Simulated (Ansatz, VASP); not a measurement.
**MgO in VASP and in Ansatz**

```
CELL_PARAMETERS angstrom
0.00000 2.12679 2.12679
2.12679 0.00000 2.12679
2.12679 2.12679 0.00000
ATOMIC_POSITIONS crystal
Mg 0.00000 0.00000 0.00000
O 0.50000 0.50000 0.50000
```

Alike in both runs: functional PBE; k mesh 10 × 10 × 10; occupations gaussian, width 0.02 eV; no spin polarisation.

Ansatz relaxed the structure, and its values are those at the end. VASP's run is a single point on that final structure, the one shown.

|  | VASP | Ansatz |
| --- | --- | --- |
| version | VASP 6.6.1 | Ansatz 0.2.0 |
| potentials or method | VASP PAW PBE potentials, release 64 (Mg_sv, O), cutoff 840 eV | scalar-relativistic, plane waves, PAW |
| valence electrons in the cell | 16 | 16 |

```tsv
	VASP	Ansatz	Ansatz less VASP
gap on the k mesh at the Fermi level (eV)	4.46	4.46	+0.003
pressure (GPa)	0.1	0.0	-0.04
```
